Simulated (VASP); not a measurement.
# C (Cmmm) in VASP: single point with PBE

Aim: the single point of C with PBE.

Program: VASP 6.6.1. These are calculated values, not measurements. Logs are shortened: lines on timing, memory, paths and dates and some standing lists are left out, and cuts for length are marked.

### 1 The cell of the first run

It takes space group Cmmm (No. 65, orthorhombic). The conventional cell has a = 2.474 Å, b = 6.065 Å, c = 2.470 Å, α = 90.00°, β = 90.00°, γ = 90.00°. C (site symmetry m2m) has 4 C at 1.49 to 1.65 Å within 2.0 Å. Within 2.2 Å of C (site symmetry mmm) lie 4 C at 1.65 Å.

The cell was built from a structure type or drawn by symmetry, and may not be a known phase.

### 2 Single point, PBE

File INCAR:

```
ALGO = Normal
EDIFF = 1E-6
ENCUT = 520
GGA = PE
ISIF = 2
ISMEAR = 0
LASPH = T
LCHARG = F
LREAL = F
LWAVE = F
NBANDS = 13
NELM = 100
PREC = Accurate
SIGMA = 0.1
```

File KPOINTS:

```
k-points
0
Gamma
  20 20 18
```

File POSCAR:

```
C
1.0
    1.2372448369     -3.0325381923      0.0000000000
    1.2372448369      3.0325381923      0.0000000000
    0.0000000000      0.0000000000      2.4702005784
C
3
Direct
    0.6815381335      0.3184618665      0.5000000000
    0.3184618665      0.6815381335      0.5000000000
    0.5000000000      0.5000000000      0.0000000000
```

Potentials or basis: VASP PAW PBE potentials, release 64 (C).

The run is started by

```console
cat potpaw_PBE.64/C/POTCAR > POTCAR
mpirun -np 1 vasp_std > vasp.out
```

OUTCAR:

```text
EDIFF = 1E-6
   ENCUT = 520
   GGA = PE
   ISIF = 2
   ISMEAR = 0
   LASPH = T
   LREAL = F
   NELM = 100
   PREC = Accurate

 ion  position               nearest neighbor table
   1  0.682  0.318  0.500-   2 1.49   2 1.49   3 1.65   3 1.65
   2  0.318  0.682  0.500-   1 1.49   1 1.49   3 1.65   3 1.65
   3  0.500  0.500  0.000-   1 1.65   2 1.65   1 1.65   2 1.65

  LATTYP: Found a base centered orthorhombic cell.
 ALAT       =     2.4744896738
 B/A-ratio  =     2.4510412991
 C/A-ratio  =     0.9982666748

  Lattice vectors:

 A1 = (   1.2372448369,  -3.0325381923,   0.0000000000)
 A2 = (   1.2372448369,   3.0325381923,   0.0000000000)
 A3 = (   0.0000000000,   0.0000000000,   2.4702005784)

Analysis of symmetry for initial positions (statically):
=====================================================================
 Subroutine PRICEL returns:
 Original cell was already a primitive cell.

 Routine SETGRP: Setting up the symmetry group for a
 base centered orthorhombic supercell.

 Subroutine GETGRP returns: Found  8 space group operations
 (whereof  8 operations were pure point group operations)
 out of a pool of  8 trial point group operations.

The static configuration has the point symmetry D_2h.

Analysis of symmetry for dynamics (positions and initial velocities):
=====================================================================
 Subroutine PRICEL returns:
 Original cell was already a primitive cell.

 Routine SETGRP: Setting up the symmetry group for a
 base centered orthorhombic supercell.

 Subroutine GETGRP returns: Found  8 space group operations
 (whereof  8 operations were pure point group operations)
 out of a pool of  8 trial point group operations.

The dynamic configuration has the point symmetry D_2h.

 Subroutine INISYM returns: Found  8 space group operations
 (whereof  8 operations are pure point group operations),
 and found     1 'primitive' translations

----------------------------------------------------------------------------------------

                                     Primitive cell

  volume of cell :      18.5363

  direct lattice vectors                    reciprocal lattice vectors
     1.237244837 -3.032538192  0.000000000     0.404123731 -0.164878385  0.000000000
     1.237244837  3.032538192  0.000000000     0.404123731  0.164878385  0.000000000
     0.000000000  0.000000000  2.470200578     0.000000000  0.000000000  0.404825425

  length of vectors
     3.275219485  3.275219485  2.470200578     0.436464056  0.436464056  0.404825425

  position of ions in fractional coordinates (direct lattice)
     0.681538133  0.318461867  0.500000000
     0.318461867  0.681538133  0.500000000
     0.500000000  0.500000000  0.000000000

  ion indices of the primitive-cell ions
   primitive index   ion index
                 1           1
                 2           2
                 3           3

----------------------------------------------------------------------------------------

 KPOINTS: k-points

Automatic generation of k-mesh.
 Grid dimensions read from file:
 generate k-points for:   20   20   18

 Generating k-lattice:

  Cartesian coordinates                     Fractional coordinates (reciprocal lattice)
     0.020206187 -0.008243919  0.000000000     0.050000000  0.000000000  0.000000000
     0.020206187  0.008243919  0.000000000     0.000000000  0.050000000  0.000000000
     0.000000000  0.000000000  0.022490301     0.000000000  0.000000000  0.055555556

  Length of vectors
     0.021823203  0.021823203  0.022490301

  Shift w.r.t. Gamma in fractional coordinates (k-lattice)
     0.000000000  0.000000000  0.000000000

 Subroutine IBZKPT returns following result:
 ===========================================

 Found   1110 irreducible k-points:

 Following reciprocal coordinates:
            Coordinates               Weight
  0.000000  0.000000  0.000000      1.000000
  0.050000 -0.000000  0.000000      4.000000
  0.100000 -0.000000  0.000000      4.000000
  0.150000 -0.000000  0.000000      4.000000
  0.200000 -0.000000  0.000000      4.000000
  0.250000 -0.000000  0.000000      4.000000
[... 16 lines left out ...]
 -0.400000  0.050000  0.000000      4.000000
 -0.350000  0.050000  0.000000      4.000000
 [... further k-points ...]
   k-points           NKPTS =   1110   k-points in BZ     NKDIM =   1110   number of bands    NBANDS=     13
   number of dos      NEDOS =    301   number of ions     NIONS =      3
   total plane-waves  NPLWV =  10368
   dimension x,y,z NGX =    24 NGY =   24 NGZ =   18
   dimension x,y,z NGXF=    48 NGYF=   48 NGZF=   36
   ions per type =               3
   NGX,Y,Z   is equivalent  to a cutoff of  12.18, 12.18, 12.11 a.u.
   NGXF,Y,Z  is equivalent  to a cutoff of  24.36, 24.36, 24.23 a.u.
 SYSTEM =  unknown system
   PREC   = accura    normal or accurate (medium, high low for compatibility)
   ISTART =      0    job   : 0-new  1-cont  2-samecut
   ICHARG =      2    charge: 1-file 2-atom 10-const
   ISPIN  =      1    spin polarized calculation?
   LNONCOLLINEAR =      F non collinear calculations
   LSORBIT =      F    spin-orbit coupling
   LASPH  =      T    aspherical Exc in radial PAW
   ENCUT  =  520.0 eV  38.22 Ry    6.18 a.u.   6.09  6.09  4.59*2*pi/ulx,y,z
   NELM   =    100;   NELMIN=  2; NELMDL= -5     # of ELM steps
   EDIFF  = 0.1E-05   stopping-criterion for ELM
   LREAL  =      F    real-space projection
   EDIFFG = 0.1E-04   stopping-criterion for IOM
   NSW    =      0    number of steps for IOM
   IBRION =     -1    ionic relax: 0-MD 1-quasi-New 2-CG
   NFREE  =      0    steps in history (QN), initial steepest desc. (CG)
   ISIF   =      2    stress and relaxation
   ISYM   =      2    0-nonsym 1-usesym 2-fastsym
   POTIM  = 0.5000    time-step for ionic-motion
   TEBEG  =    0.0;   TEEND  =   0.0 temperature during run
   PSTRESS=    0.0 pullay stress
   NELECT =      12.0000    total number of electrons
   NUPDOWN=      -1.0000    fix difference up-down
   EMIN   =  10.00;   EMAX   =-10.00  energy-range for DOS
   EFERMI =   0.00;   METHOD = LEGACY
   ISMEAR =     0;   SIGMA  =   0.10  broadening in eV -4-tet -1-fermi 0-gaus
   EFERMI_NEDOS =   21; number of points for ismear=-14 and -15
   IALGO  =     38    algorithm
   IMIX   =      4    mixing-type and parameters
     AMIX     =   0.40;   BMIX     =  1.00
     AMIX_MAG =   1.60;   BMIX_MAG =  1.00
  volume/ion in A,a.u.               =       6.18        41.70
  Fermi-wavevector in a.u.,A,eV,Ry     =   1.416209  2.676246 27.288478  2.005647
  Thomas-Fermi vector in A             =   2.537567
   LORBIT       =      0    0 simple, 1 ext, 2 COOP (PROOUT), +10 PAW based schemes
   GGA     = PE    functional components
   LHFCALC =     F    Hartree Fock is set to
   AEXX    =    0.0000 exact exchange contribution
   IVDW    =     0    specifies the selected vdW correction
   LEPSILON=     F    determine dielectric tensor
   LRPA    =     F    only Hartree local field effects (RPA)
 non-spin polarized calculation
 Gauss-broadening in eV      SIGMA  =   0.10
  energy-cutoff  :      520.00
  volume of cell :       18.54
 maximum number of plane-waves:       517
   NGX = 13   NGY = 13   NGZ =  9

 number of electron      12.0000001 magnetization

 Free energy of the ion-electron system (eV)
  ---------------------------------------------------
  ext. energy  EPLUGINS =         0.00000000
  ---------------------------------------------------
  free energy    TOTEN  =       -22.79263110 eV

  energy without entropy =      -22.78831735  energy(sigma->0) =      -22.79047422

 E-fermi :   9.3714     XC(G=0): -12.9433

 val. band max:        9.3682355489   @ k =  -0.4500   0.3500   0.1667
 cond. band min:       9.3787377481   @ k =   0.2500   0.2000   0.2222
 fundamental gap:      0.0105021992
 Fermi energy:         9.3714299822

 k-point     1 :       0.0000    0.0000    0.0000
  band No.  band energies     occupation
      1     -12.1543      2.00000
      2      -0.4847      2.00000
      3       0.1150      2.00000
      4       3.7621      2.00000
      5       4.6595      2.00000
      6       9.9414      0.00000
      7      14.4906      0.00000
      8      14.7804      0.00000
      9      15.6226      0.00000
     10      16.5857      0.00000
     11      20.9189      0.00000
     12      21.5858      0.00000
     13      22.9149      0.00000

 k-point     2 :       0.0500   -0.0000    0.0000
  band No.  band energies     occupation
      1     -12.1005      2.00000
      2      -0.7714      2.00000
      3       0.4343      2.00000
      4       3.8046      2.00000
      5       4.4115      2.00000
      6       9.7060      0.00000
      7      14.5726      0.00000
      8      15.0591      0.00000
      9      15.3555      0.00000
     10      16.8293      0.00000
     11      20.9472      0.00000
     12      21.7616      0.00000
     13      22.9854      0.00000

 k-point     3 :       0.1000   -0.0000    0.0000
  band No.  band energies     occupation
      1     -11.9393      2.00000
      2      -1.1977      2.00000
      3       0.9408      2.00000
      4       3.7519      2.00000
      5       3.9310      2.00000
      6       9.1153      1.99971
      7      14.7993      0.00000
      8      14.8534      0.00000
      9      15.7818      0.00000
     10      17.2583      0.00000
     11      20.9750      0.00000
     12      22.0338      0.00000
     13      23.4538      0.00000

 k-point     4 :       0.1500   -0.0000    0.0000
  band No.  band energies     occupation
      1     -11.6720      2.00000
      2      -1.6070      2.00000
      3       1.3969      2.00000
      4       2.8848      2.00000
      5       4.1369      2.00000
      6       8.3921      2.00000
      7      14.2995      0.00000
      8      15.1119      0.00000
      9      16.7498      0.00000
     10      17.6780      0.00000
     11      20.9433      0.00000
     12      22.1234      0.00000
     13      24.5145      0.00000

 k-point     5 :       0.2000   -0.0000    0.0000
  band No.  band energies     occupation
      1     -11.3009      2.00000
      2      -2.0019      2.00000
      3       1.3669      2.00000
      4       2.3242      2.00000
      5       4.4145      2.00000
      6       7.7348      2.00000
      7      13.7316      0.00000
      8      15.4774      0.00000
      9      17.7525      0.00000
     10      18.0375      0.00000
     11      20.7986      0.00000
     12      22.2838      0.00000
     13      25.7274      0.00000
[... 257 lines left out ...]
 k-point    22 :      -0.4500    0.0500    0.0000
  band No.  band energies     occupation
      1      -8.6907      2.00000
      2      -4.9174      2.00000
      3      -1.4172      2.00000
      4       2.4833      2.00000
      5       6.0199      2.00000
      6       7.9651      2.00000
      7      11.2585      0.00000
      8      16.6314      0.00000
      9      18.9587      0.00000
     10      19.8586      0.00000
     11      20.1666      0.00000
     12      23.0448      0.00000
     13      25.4870      0.00000

 k-point    23 :      -0.4000    0.0500    0.0000
  band No.  band energies     occupation
      1      -9.3914      2.00000
      2      -4.2210      2.00000
      3      -1.1115      2.00000
      4       2.7657      2.00000
      5       5.7008      2.00000
      6       7.8600      2.00000
      7      11.5475      0.00000
      8      16.5321      0.00000
      9      19.0348      0.00000
     10      19.5150      0.00000
     11      20.1437      0.00000
     12      23.1645      0.00000
     13      25.6868      0.00000

 k-point    24 :      -0.3500    0.0500    0.0000
  band No.  band energies     occupation
      1     -10.0565      2.00000
      2      -3.6554      2.00000
      3      -0.4930      2.00000
      4       2.9862      2.00000
      5       5.3197      2.00000
      6       7.7776      2.00000
      7      11.9430      0.00000
      8      16.2938      0.00000
      9      19.0547      0.00000
     10      19.1658      0.00000
     11      20.2084      0.00000
     12      22.8224      0.00000
     13      26.0973      0.00000

 [... further k-points ...]

------------------------ aborting loop because EDIFF is reached ----------------------------------------

  FORCE on cell =-STRESS in cart. coord.  units (eV):
  Direction    XX          YY          ZZ          XY          YZ          ZX
  --------------------------------------------------------------------------------------
  -------------------------------------------------------------------------------------
  Total        0.0725273      0.0291214      0.0272833     -0.0000000      0.0000000      0.0000000
  in kB        6.2688504      2.5170900      2.3582121     -0.0000000      0.0000000      0.0000000
  external PRESSURE =       3.7147175 kB  Pullay stress =       0.0000000 kB

 VOLUME and BASIS-vectors are now :
 -----------------------------------------------------------------------------
  energy-cutoff  :      520.00
  volume of cell :       18.54
      direct lattice vectors                 reciprocal lattice vectors
     1.237244837 -3.032538192  0.000000000     0.404123731 -0.164878385  0.000000000
     1.237244837  3.032538192  0.000000000     0.404123731  0.164878385  0.000000000
     0.000000000  0.000000000  2.470200578     0.000000000  0.000000000  0.404825425

 POSITION                                       TOTAL-FORCE (eV/Angst)
 -----------------------------------------------------------------------------------
      1.23724     -1.10104      1.23510        -0.000000      0.030251      0.000000
      1.23724      1.10104      1.23510        -0.000000     -0.030251      0.000000
      1.23724      0.00000      0.00000         0.000000      0.000000      0.000000
 -----------------------------------------------------------------------------------
    total drift:                               -0.000000     -0.000000      0.000000

  FREE ENERGIE OF THE ION-ELECTRON SYSTEM (eV)
  ---------------------------------------------------
  free  energy   TOTEN  =       -22.7926310955 eV

  energy  without entropy=      -22.7883173518  energy(sigma->0) =      -22.79047422
```

Run time: 87 s. Hardware: 1 thread of Intel Xeon Platinum 8488C (Sapphire Rapids), shared host; peak memory 0.29 GiB.

What came out:

- Free energy: -22.7926 eV
- Pressure: 0.4 GPa
- Largest force: 0.030 eV/Å
- Band gap on the k mesh: zero (bands 6 and 7 overlap by 5.01 eV)

Forces on the atoms (eV/Å):
```
C    0.000  0.030  0.000
C    0.000 -0.030  0.000
C    0.000  0.000  0.000
```

Stress tensor (GPa, compression positive):
```
0.63 0.00 0.00
0.00 0.25 0.00
0.00 0.00 0.24
```

Levels at points of the mesh, in eV from the Fermi level:
```tsv
k point	band 4	band 5	band 6	band 7	band 8	band 9
(0.00, 0.00, 0.00)	-5.61	-4.71	0.57	5.12	5.41	6.25
(0.50, 0.00, 0.00)	-7.51	-3.16	-1.48	1.86	7.34	9.37
(0.50, 0.50, 0.00)	-2.49	-2.07	-2.03	4.15	4.36	6.22
(0.00, 0.00, 0.50)	-5.32	-3.91	-3.88	0.67	3.16	8.63
(0.50, 0.00, 0.50)	-8.93	-8.02	-3.21	-1.40	2.84	8.44
(0.50, 0.50, 0.50)	-11.66	-4.42	2.70	3.70	7.80	8.29
```
